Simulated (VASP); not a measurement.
Input of a VASP 6.6.1 run:

The input POSCAR:

```
AlN
1.0
    3.1066937589      0.0000000000      0.0000000000
   -1.5533468794      2.6904757169      0.0000000000
    0.0000000000      0.0000000000      4.9785915513
Al N
2 2
Direct
    0.3333333333      0.6666666667     -0.0032954729
    0.6666666667      0.3333333333      0.4967045271
    0.3333333333      0.6666666667      0.3782954729
    0.6666666667      0.3333333333      0.8782954729
```

INCAR.step1

```
  ALGO = Normal
  EDIFF = 1E-5
  ENCUT = 520
  GGA = PE
  GGA_COMPAT = False
  ISIF = 2
  ISMEAR = 0
  LASPH = True
  LCHARG = False
  LREAL = False
  LWAVE = True
  NBANDS = 16
  NELM = 120
  PREC = Accurate
  SIGMA = 0.01
```

INCAR.step2

```
  ALGO = Normal
  EDIFF = 1E-6
  ENCUT = 520
  GGA = PE
  GGA_COMPAT = False
  HFSCREEN = 0.2079
  ISIF = 2
  ISMEAR = 0
  ISTART = 1
  LASPH = True
  LCHARG = False
  LHFCALC = True
  LREAL = False
  LWAVE = False
  NBANDS = 16
  NELM = 120
  PREC = Accurate
  PRECFOCK = Normal
  SIGMA = 0.01
```

The input KPOINTS:

```
k-points
0
Gamma
  6 6 4
```

Potentials or basis: VASP PAW PBE potentials, release 64 (Al, N).

Launch:

```console
$ cat potpaw_PBE.64/Al/POTCAR potpaw_PBE.64/N/POTCAR > POTCAR
$ cp INCAR.step1 INCAR
$ mpirun -np 1 vasp_std > vasp.out
$ cp INCAR.step2 INCAR
$ mpirun -np 1 vasp_std > vasp.out
```

Predict the pressure.

-0.8 GPa.

Estimate the band gap on the k mesh.

5.59 eV.

Forces in eV/Å, atoms in the order of the input:
```
Al   0.000  0.000 -0.008
Al   0.000  0.000 -0.008
N    0.000  0.000  0.008
N    0.000  0.000  0.008
```

Caveat: the PAW data sets were made with another functional, which shifts forces and pressure a little.
